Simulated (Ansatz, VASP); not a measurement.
**TePb: VASP beside Ansatz**

```
Pb Te
1.0
     0.00000    3.25211    3.25211
     3.25211    0.00000    3.25211
     3.25211    3.25211    0.00000
Pb Te
1 1
Direct
  0.00000 0.00000 0.00000
  0.50000 0.50000 0.50000
```

Change from the starting cell: strained cell.

Alike in both runs: functional PBE; k mesh 6 × 6 × 6; occupations gaussian, width 0.02 eV; no spin polarisation.

Ansatz relaxed the structure, and its values are those at the end. VASP's run is a single point on that final structure, the one shown.

|  | VASP | Ansatz |
| --- | --- | --- |
| version | VASP 6.6.1 | Ansatz 0.2.0 |
| potentials or method | VASP PAW PBE potentials, release 64 (Pb_d, Te), cutoff 500 eV | scalar-relativistic, plane waves, PAW |
| valence electrons in the cell | 20 | 30 |

```csv
,VASP,Ansatz,Ansatz less VASP
gap on the k mesh at the Fermi level (eV),0.78,0.78,+0.002
least direct gap on the mesh (eV),0.78,0.78,+0.002
pressure (GPa),1.2,1.2,+0.06
```

The functional is the same, so the differences come from potentials, cutoffs and numerics. VASP's potentials hold 20 valence electrons a cell and Ansatz's 30, so a difference there can come from the potentials and not from the codes. Ansatz's warnings: stress scf threshold loose.

Spin-orbit coupling is off throughout.
